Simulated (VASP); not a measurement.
Write the native input for VASP 6.6.1 that does the following.

```yaml
Task: single point
Functional: PBE
Potentials_or_basis: VASP PAW PBE potentials, release 64 (Sn_d, Pb_d, Se)
Cutoff: 520 eV
k_mesh: 6 × 6 × 6
Occupations: gaussian, width 0.1 eV
Spin: no spin polarisation
Dipole_correction: no
Further_INCAR_settings: ALGO = Normal; EDIFF = 1e-06; NBANDS = 50
```

The structure of Sn3PbSe4 lies in POSCAR:

```
Sn3PbSe4
1.0
    6.1640892426      0.0000000000      0.0000000000
    0.0000000000      6.1640892426      0.0000000000
    0.0000000000      0.0000000000      6.1640892426
Sn Pb Se
3 1 4
Direct
    0.5000000000      0.0000000000      0.0000000000
    0.0000000000      0.0000000000      0.5000000000
    0.0000000000      0.5000000000      0.0000000000
    0.5000000000      0.5000000000      0.5000000000
    0.0000000000      0.5000000000      0.5000000000
    0.5000000000      0.5000000000      0.0000000000
    0.0000000000      0.0000000000      0.0000000000
    0.5000000000      0.0000000000      0.5000000000
```

One way to write it, as run:

INCAR

```
SYSTEM = Sn3PbSe4
  PREC = Accurate
  ENCUT = 520
  EDIFF = 1E-6
  ISMEAR = 0
  SIGMA = 0.1
  LREAL = .False.
  LASPH = .True.
  NELM = 80
  ALGO = Normal
  ISIF = 2
  LWAVE = .False.
  LCHARG = .False.
  GGA = PE
  NBANDS = 50
```

KPOINTS

```
Automatic mesh
0
Gamma
  6 6 6
  0 0 0
```

Potentials or basis: VASP PAW PBE potentials, release 64 (Sn_d, Pb_d, Se).

Run with:

```sh
$ cat potpaw_PBE.64/Sn_d/POTCAR potpaw_PBE.64/Pb_d/POTCAR potpaw_PBE.64/Se/POTCAR > POTCAR
$ mpirun -np 1 vasp_std > vasp.out
```

Results of the run:

```
Pressure               : -1.4 GPa
Band gap on the k mesh : zero (filled and empty bands touch)
```

Caveat: semilocal functionals underestimate gaps, so a narrow gap can read as zero; spin-orbit coupling is left out, which moves the levels of the heavy elements.

Wall time 2.4 min on 1 thread of Intel(R) Xeon(R) Platinum 8488C (Sapphire Rapids) (shared host), peak memory 0.46 GiB.
